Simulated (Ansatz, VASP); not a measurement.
## One calculation of Pd, two programs

The input INCAR:

```
SYSTEM = Pd
ALGO = Fast ; EDIFF = 1E-7
ENCUT = 520 ; GGA = PS
ISIF = 2 ; ISMEAR = 0
LASPH = .True. ; LCHARG = .False.
LREAL = .False. ; LWAVE = .False.
NBANDS = 11 ; NELM = 80
PREC = Accurate ; SIGMA = 0.15
```

Contents of KPOINTS:

```
k-points
0
Gamma
  24 24 24
  0 0 0
```

POSCAR

```
Pd
1.0
    0.0000000000      1.6990266459      2.5485399688
    1.6990266459      0.0000000000      2.5485399688
    1.6990266459      1.6990266459      0.0000000000
Pd
1
Direct
    0.0000000000      0.0000000000      0.0000000000
```

Input for Ansatz:

```yaml
crystal:
  lattice:
    - [0.0, 1.6990266459, 2.5485399688]
    - [1.6990266459, 0.0, 2.5485399688]
    - [1.6990266459, 1.6990266459, 0.0]
  atoms:
    - { symbol: Pd, position: [0.0, 0.0, 0.0] }
basis:
  ecutwfc: 420
kpoints:
  mp_grid: { grid: [24, 24, 24] }
hamiltonian:
  xc: pbesol
scf:
  occupations: { method: gaussian, width: 0.15 }
output:
  forces: true
  stress: true
  eigenvalues: true
  write_density: true
  write_potential: true
  elf: true
  volumetric_format: npy
```

Alike in both runs: task single point; functional PBEsol; k mesh 24 × 24 × 24; occupations gaussian, width 0.15 eV; no spin polarisation.

|  | VASP | Ansatz |
| --- | --- | --- |
| version | VASP 6.6.1 | Ansatz 0.2.0 |
| potentials or method | VASP PAW PBE potentials, release 64 (Pd), cutoff 520 eV | scalar-relativistic, plane waves, PAW |
| valence electrons in the cell | 10 | 18 |

Ansatz gave:

- gap on the k mesh at the Fermi level (eV): none
- pressure (GPa): 21.0
- traceless stress, the component that is largest in VASP (GPa): -43.71

Question: What did VASP give for the same quantities?

Answer: gap on the k mesh at the Fermi level (eV): none; pressure (GPa): 20.2; traceless stress, the component that is largest in VASP (GPa): -43.15.

VASP's potentials were made for PBE, not for PBEsol. A gap of «none» marks a metal or a gap that the smearing closes. VASP's potentials hold 10 valence electrons a cell and Ansatz's 18, so a difference there can come from the potentials and not from the codes.
